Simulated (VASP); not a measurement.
# Al7BN8 (wurtzite Al7BN8) (P3m1) in VASP: relaxation of the atoms with LDA

Aim: the relaxation of the atoms of Al7BN8 (wurtzite Al7BN8) with LDA.

Program: VASP 6.6.1. These are calculated values, not measurements. Logs are shortened: lines on timing, memory, paths and dates and some standing lists are left out, and cuts for length are marked.

## (1) The cell of the first run

Symmetry: P3m1, No. 156, trigonal system. The conventional cell has a = 6.059 Å, b = 6.059 Å, c = 4.807 Å, α = 90.00°, β = 90.00°, γ = 120.00°. Within 2.5 Å of Al (site symmetry m) lie 4 N at 1.85 to 1.89 Å. Within 2.4 Å of Al (site symmetry m) lie 4 N at 1.83 to 1.92 Å. Within 2.4 Å of Al (site symmetry 3m) lie 4 N at 1.84 Å. Within 2.1 Å of B (site symmetry 3m) lie 4 N at 1.58 to 1.67 Å. Within 2.1 Å of N (site symmetry 3m) lie 1 B at 1.58 Å and 3 Al at 1.87 Å. Within 2.2 Å of N (site symmetry m) lie 1 B at 1.67 Å and 3 Al at 1.89 to 1.92 Å. Within 2.4 Å of N (site symmetry m) lie 4 Al at 1.84 to 1.86 Å. Within 2.4 Å of N (site symmetry 3m) lie 4 Al at 1.83 to 1.84 Å.

## (2) Relaxation of the atoms, LDA

Input file INCAR:

```
PREC = Accurate
ENCUT = 520
EDIFF = 1E-7
ISMEAR = 0
SIGMA = 0.01
LREAL = False
LASPH = True
NELM = 120
ALGO = Normal
ISIF = 2
LWAVE = False
LCHARG = False
IBRION = 2
NSW = 80
EDIFFG = -0.004
GGA_COMPAT = False
NELMIN = 4
```

Input file KPOINTS:

```
regular mesh
0
Gamma
  4 4 5
```

Input file POSCAR:

```
Al7BN8
1.0
    6.0594398374      0.0000000000      0.0000000000
   -3.0297199187      5.2476288319      0.0000000000
    0.0000000000      0.0000000000      4.8069214714
Al B N
7 1 8
Direct
    0.3282725421      0.1717274579      0.4973220349
    0.1654572899      0.8327286450      0.0004757633
    0.3282725421      0.6565450841      0.4973220349
    0.6672713550      0.3345427101      0.0004757633
    0.8434549159      0.1717274579      0.4973220349
    0.6672713550      0.8327286450      0.0004757633
    0.8333333333      0.6666666667      0.5018061826
    0.1666666667      0.3333333333      0.0069711312
    0.1666666667      0.3333333333      0.3346488839
    0.3161419084      0.1838580916      0.8904037609
    0.1690039463      0.8345019732      0.3876419291
    0.3161419084      0.6322838168      0.8904037609
    0.6654980268      0.3309960537      0.3876419291
    0.8677161832      0.1838580916      0.8904037609
    0.6654980268      0.8345019732      0.3876419291
    0.8333333333      0.6666666667      0.8850433376
```

Potentials or basis: VASP PAW LDA potentials, release 64 (Al, B, N).

Started as:

```console
$ cat potpaw_LDA.64/Al/POTCAR potpaw_LDA.64/B/POTCAR potpaw_LDA.64/N/POTCAR > POTCAR
$ mpirun -np 1 vasp_std > vasp.out
```

OUTCAR:

```text
PREC = Accurate
   ENCUT = 520
   EDIFF = 1E-7
   ISMEAR = 0
   LREAL = False
   LASPH = True
   NELM = 120
   ISIF = 2
   IBRION = 2
   NSW = 80
   EDIFFG = -0.004
   NELMIN = 4

 ion  position               nearest neighbor table
   1  0.328  0.172  0.497-  13 1.85  11 1.85   9 1.87  10 1.89   5 2.94   3 2.94   4 2.98   2 2.98
                             4 3.00   2 3.00   7 3.03   7 3.03   5 3.12   3 3.12
   2  0.165  0.833  0.000-  16 1.83  11 1.86  10 1.92  12 1.92   7 2.96   7 2.97   1 2.98   3 2.98
                             1 3.00   3 3.00   6 3.02   4 3.02   6 3.04   4 3.04
   3  0.328  0.657  0.497-  15 1.85  11 1.85   9 1.87  12 1.89   1 2.94   5 2.94   6 2.98   2 2.98
                             6 3.00   2 3.00   7 3.03   7 3.03   1 3.12   5 3.12
   4  0.667  0.335  0.000-  16 1.83  13 1.86  10 1.92  14 1.92   7 2.96   7 2.97   1 2.98   5 2.98
                             1 3.00   5 3.00   6 3.02   2 3.02   6 3.04   2 3.04
   5  0.843  0.172  0.497-  15 1.85  13 1.85   9 1.87  14 1.89   1 2.94   3 2.94   6 2.98   4 2.98
                             6 3.00   4 3.00   7 3.03   7 3.03   1 3.12   3 3.12
   6  0.667  0.833  0.000-  16 1.83  15 1.86  12 1.92  14 1.92   7 2.96   7 2.97   3 2.98   5 2.98
                             3 3.00   5 3.00   2 3.02   4 3.02   2 3.04   4 3.04
   7  0.833  0.667  0.502-  16 1.84  15 1.84  11 1.84  13 1.84   2 2.96   6 2.96   4 2.96   2 2.97
                             6 2.97   4 2.97   3 3.03   5 3.03   1 3.03   1 3.03   3 3.03   5 3.03
   8  0.167  0.333  0.007-   9 1.58  10 1.67  14 1.67  12 1.67
   9  0.167  0.333  0.335-   8 1.58   1 1.87   5 1.87   3 1.87
  10  0.316  0.184  0.890-   8 1.67   1 1.89   4 1.92   2 1.92
  11  0.169  0.835  0.388-   7 1.84   1 1.85   3 1.85   2 1.86
  12  0.316  0.632  0.890-   8 1.67   3 1.89   6 1.92   2 1.92
  13  0.665  0.331  0.388-   7 1.84   1 1.85   5 1.85   4 1.86
  14  0.868  0.184  0.890-   8 1.67   5 1.89   6 1.92   4 1.92
  15  0.665  0.835  0.388-   7 1.84   3 1.85   5 1.85   6 1.86
  16  0.833  0.667  0.885-   2 1.83   6 1.83   4 1.83   7 1.84

  LATTYP: Found a hexagonal cell.
 ALAT       =     6.0594398374
 C/A-ratio  =     0.7932946940

  Lattice vectors:

 A1 = (   6.0594398374,   0.0000000000,   0.0000000000)
 A2 = (  -3.0297199187,   5.2476288319,   0.0000000000)
 A3 = (   0.0000000000,   0.0000000000,   4.8069214714)

Analysis of symmetry for initial positions (statically):
=====================================================================
 Subroutine PRICEL returns:
 Original cell was already a primitive cell.

 Routine SETGRP: Setting up the symmetry group for a
 hexagonal supercell.

 Subroutine GETGRP returns: Found  6 space group operations
 (whereof  2 operations were pure point group operations)
 out of a pool of 24 trial point group operations.

The static configuration has the point symmetry C_1h.
 The point group associated with its full space group is C_3v.

Analysis of symmetry for dynamics (positions and initial velocities):
=====================================================================
 Subroutine PRICEL returns:
 Original cell was already a primitive cell.
[... 126 lines left out ...]
   EDIFF  = 0.1E-06   stopping-criterion for ELM
   LREAL  =      F    real-space projection
   EDIFFG = -.4E-02   stopping-criterion for IOM
   NSW    =     80    number of steps for IOM
   IBRION =      2    ionic relax: 0-MD 1-quasi-New 2-CG
   NFREE  =      1    steps in history (QN), initial steepest desc. (CG)
   ISIF   =      2    stress and relaxation
   ISYM   =      2    0-nonsym 1-usesym 2-fastsym
   POTIM  = 0.5000    time-step for ionic-motion
   TEBEG  =    0.0;   TEEND  =   0.0 temperature during run
   PSTRESS=    0.0 pullay stress
   NELECT =      64.0000    total number of electrons
   NUPDOWN=      -1.0000    fix difference up-down
   EMIN   =  10.00;   EMAX   =-10.00  energy-range for DOS
   EFERMI =   0.00;   METHOD = LEGACY
   ISMEAR =     0;   SIGMA  =   0.01  broadening in eV -4-tet -1-fermi 0-gaus
   EFERMI_NEDOS =   21; number of points for ismear=-14 and -15
   IALGO  =     38    algorithm
   IMIX   =      4    mixing-type and parameters
     AMIX     =   0.40;   BMIX     =  1.00
     AMIX_MAG =   1.60;   BMIX_MAG =  1.00
  volume/ion in A,a.u.               =       9.55        64.47
  Fermi-wavevector in a.u.,A,eV,Ry     =   1.224750  2.314441 20.408895  1.500011
  Thomas-Fermi vector in A             =   2.359813
   LORBIT       =      0    0 simple, 1 ext, 2 COOP (PROOUT), +10 PAW based schemes
   GGA     = CA    functional components
   LHFCALC =     F    Hartree Fock is set to
   AEXX    =    0.0000 exact exchange contribution
   IVDW    =     0    specifies the selected vdW correction
   LEPSILON=     F    determine dielectric tensor
   LRPA    =     F    only Hartree local field effects (RPA)
 conjugate gradient relaxation of ions
 non-spin polarized calculation
 Gauss-broadening in eV      SIGMA  =   0.01
  energy-cutoff  :      520.00
  volume of cell :      152.85
 maximum number of plane-waves:      4140
 NGX is ok and might be reduce to    48
   NGX = 23   NGY = 23   NGZ = 17

--------------------------------------- Ionic step        1  -------------------------------------------

 number of electron      64.0000003 magnetization

 Free energy of the ion-electron system (eV)
  ---------------------------------------------------
  ext. energy  EPLUGINS =         0.00000000
  ---------------------------------------------------
  free energy    TOTEN  =      -132.54870023 eV

  energy without entropy =     -132.54870023  energy(sigma->0) =     -132.54870023

------------------------ aborting loop because EDIFF is reached ----------------------------------------

  FORCE on cell =-STRESS in cart. coord.  units (eV):
  Direction    XX          YY          ZZ          XY          YZ          ZX
  --------------------------------------------------------------------------------------
  -------------------------------------------------------------------------------------
  Total        1.0282800      1.0282800      3.1287706      0.0000000      0.0000000     -0.0000000
  in kB       10.7785258     10.7785258     32.7960614      0.0000000      0.0000000     -0.0000000
  external PRESSURE =      18.1177043 kB  Pullay stress =       0.0000000 kB
[... 337 lines left out ...]
--------------------------------------- Ionic step        8  -------------------------------------------

 number of electron      64.0000003 magnetization

 Free energy of the ion-electron system (eV)
  ---------------------------------------------------
  ext. energy  EPLUGINS =         0.00000000
  ---------------------------------------------------
  free energy    TOTEN  =      -132.55033496 eV

  energy without entropy =     -132.55033496  energy(sigma->0) =     -132.55033496

 E-fermi :   6.5048     XC(G=0): -11.5532

 val. band max:        6.4166856216   @ k =   0.0000   0.0000   0.0000
 cond. band min:      10.2076371621   @ k =   0.0000   0.0000   0.4000
 fundamental gap:      3.7909515405
 Fermi energy:         6.5048125813

 k-point     1 :       0.0000    0.0000    0.0000
  band No.  band energies     occupation
      1      -9.4008      2.00000
      2      -7.3655      2.00000
      3      -6.8953      2.00000
      4      -6.8953      2.00000
      5      -6.7507      2.00000
      6      -6.1766      2.00000
[... 648 lines left out ...]
  FREE ENERGIE OF THE ION-ELECTRON SYSTEM (eV)
  ---------------------------------------------------
  free  energy   TOTEN  =      -132.5503349606 eV

  energy  without entropy=     -132.5503349606  energy(sigma->0) =     -132.55033496

 reached required accuracy - stopping structural energy minimisation
```

OSZICAR:

```text
N       E                     dE             d eps       ncg     rms          rms(c)
DAV:   1     0.265988440535E+03    0.26599E+03   -0.30885E+04  1148   0.143E+03
DAV:   2    -0.128513405142E+03   -0.39450E+03   -0.37961E+03  1492   0.272E+02
DAV:   3    -0.151493004429E+03   -0.22980E+02   -0.22842E+02  1400   0.726E+01
[... 58 lines left out ...]
       N       E                     dE             d eps       ncg     rms          rms(c)
DAV:   1    -0.132550334773E+03   -0.19424E-05   -0.56758E-04  1150   0.127E-01    0.370E-03
DAV:   2    -0.132550335166E+03   -0.39326E-06   -0.80910E-06  1400   0.134E-02    0.229E-03
DAV:   3    -0.132550334984E+03    0.18185E-06   -0.38355E-07  1240   0.373E-03    0.101E-03
DAV:   4    -0.132550334961E+03    0.23320E-07   -0.14873E-07   810   0.200E-03
   8 F= -.13255033E+03 E0= -.13255033E+03  d E =-.213150E-05
```

CONTCAR:

```text
Al7BN8
   1.00000000000000
     6.0594398374000003    0.0000000000000000    0.0000000000000000
    -3.0297199187000001    5.2476288319000002    0.0000000000000000
     0.0000000000000000    0.0000000000000000    4.8069214713999999
  Al              B               N
     7     1     8
Direct
     0.3282267593221918    0.1717732406778082    0.4970026105527946
     0.1656949260473548    0.8328474630736817    0.9996532708356123
     0.3282267593221918    0.6564535185443817    0.4970026105527946
     0.6671525369263183    0.3343050739526452    0.9996532708356123
     0.8435464814556183    0.1717732406778082    0.4970026105527946
     0.6671525369263183    0.8328474630736817    0.9996532708356123
[... 8 lines left out ...]
     0.6654074203960704    0.8345925796039296    0.3882051807362580
     0.8333333332999970    0.6666666667000030    0.8855794173450429

  0.00000000E+00  0.00000000E+00  0.00000000E+00
  0.00000000E+00  0.00000000E+00  0.00000000E+00
  0.00000000E+00  0.00000000E+00  0.00000000E+00
  0.00000000E+00  0.00000000E+00  0.00000000E+00
  0.00000000E+00  0.00000000E+00  0.00000000E+00
  0.00000000E+00  0.00000000E+00  0.00000000E+00
[... 8 lines left out ...]
  0.00000000E+00  0.00000000E+00  0.00000000E+00
  0.00000000E+00  0.00000000E+00  0.00000000E+00
```

It took 15 min on 1 thread of AMD EPYC 7R13, shared host; peak memory 0.23 GiB.

Results:

```yaml
Free_energy: -132.5503 eV
Energy_gained_by_relaxing: 0.1 meV/atom
Ionic_steps: 8
Pressure_after_relaxing: 1.8 GPa
Band_gap_on_the_k_mesh: 3.79 eV, indirect (least direct gap 3.96 eV)
```

Step by step:
| step | energy change (eV) | largest force (eV/Å) | pressure (GPa) |
| --- | --- | --- | --- |
| 1 | 0.0000 | 0.0989 | 1.81 |
| 2 | -0.0014 | 0.0395 | 1.74 |
| 3 | -0.0016 | 0.0228 | 1.76 |
| 4 | -0.0016 | 0.0076 | 1.75 |
| 5 | -0.0016 | 0.0079 | 1.75 |
| 6 | -0.0016 | 0.0050 | 1.75 |
| 7 | -0.0016 | 0.0057 | 1.75 |
| 8 | -0.0016 | 0.0013 | 1.75 |

Final structure:
```
Al B N
1.0
     6.05944    0.00000    0.00000
    -3.02972    5.24763    0.00000
     0.00000    0.00000    4.80692
Al B N
7 1 8
Direct
  0.32823 0.17177 0.49700
  0.16569 0.83285 0.99965
  0.32823 0.65645 0.49700
  0.66715 0.33431 0.99965
  0.84355 0.17177 0.49700
  0.66715 0.83285 0.99965
  0.83333 0.66667 0.50097
  0.16667 0.33333 0.00715
  0.16667 0.33333 0.33513
  0.31604 0.18396 0.89087
  0.16919 0.83459 0.38821
  0.31604 0.63208 0.89087
  0.66541 0.33081 0.38821
  0.86792 0.18396 0.89087
  0.66541 0.83459 0.38821
  0.83333 0.66667 0.88558
```

A k mesh can miss the band edges. As with any semilocal functional, this LDA gap is likely too small.
